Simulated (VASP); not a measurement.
AlN:

```xyz
2
Lattice="0.0000 2.1840 2.1840 2.1840 0.0000 2.1840 2.1840 2.1840 0.0000" Properties=species:S:1:pos:R:3 pbc="T T T"
Al    0.0000    0.0000    0.0000
N     1.0920    1.0920    1.0920
```

Base run:

| Quantity | Value |
| --- | --- |
| Program | VASP 6.6.1 |
| Functional | PBE |
| Potentials or basis | VASP PAW PBE potentials, release 64 (Al, N) |
| Cutoff | 600 eV |
| k mesh | 7 × 7 × 7 |
| Occupations | gaussian, width 0.01 eV |
| Spin | no spin polarisation |

Its results: band gap on the k mesh 3.62 eV (least direct gap 4.20 eV); pressure 4.5 GPa.

Problem. The run is repeated on the same cell with these changes: k mesh from 7 × 7 × 7 to 4 × 4 × 4. What comes out?

Solution. Band gap on the k mesh 3.29 eV (least direct gap 4.18 eV); pressure 4.5 GPa.

Caveats: some runs use coarse meshes; the cell stands under pressure (at least some runs); an odd mesh through Γ misses points on the zone boundary, where band edges can lie (at least some runs).
